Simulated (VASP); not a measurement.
A run of VASP 6.6.1 is set up as follows.

The input INCAR:

```
ALGO = Normal ; EDIFF = 1E-6
ENCUT = 520 ; GGA = PE
ISIF = 2 ; ISMEAR = 0
LASPH = True ; LCHARG = False
LREAL = False ; LWAVE = False
NBANDS = 27 ; NELM = 60
PREC = Accurate ; SIGMA = 0.05
```

File KPOINTS:

```
k-points
0
Gamma
  6 6 6
```

The input POSCAR:

```
BaHfO3
1.0
    4.1695667999      0.0000000000      0.0000000000
    0.0000000000      4.1695667999      0.0000000000
    0.0000000000      0.0000000000      4.1703766343
Ba Hf O
1 1 3
Direct
    0.5000000000      0.5000000000      0.9964249600
    0.0000000000      0.0000000000      0.4978753300
    0.0000000000      0.5000000000      0.4988901400
    0.5000000000      0.0000000000      0.4988901400
    0.0000000000      0.0000000000      0.9979412200
```

Potentials or basis: VASP PAW PBE potentials, release 64 (Ba_sv, Hf_pv, O).

Launch:

```bash
$ cat potpaw_PBE.64/Ba_sv/POTCAR potpaw_PBE.64/Hf_pv/POTCAR potpaw_PBE.64/O/POTCAR > POTCAR
$ mpirun -np 1 vasp_std > vasp.out
```

(1) Estimate the largest force.

(2) Estimate the band gap on the k mesh.

## Answers

(1) 0.025 eV/Å.

(2) 3.59 eV (least direct gap 3.80 eV).

Caveat: spin-orbit coupling is left out, which moves the levels of the heavy elements.
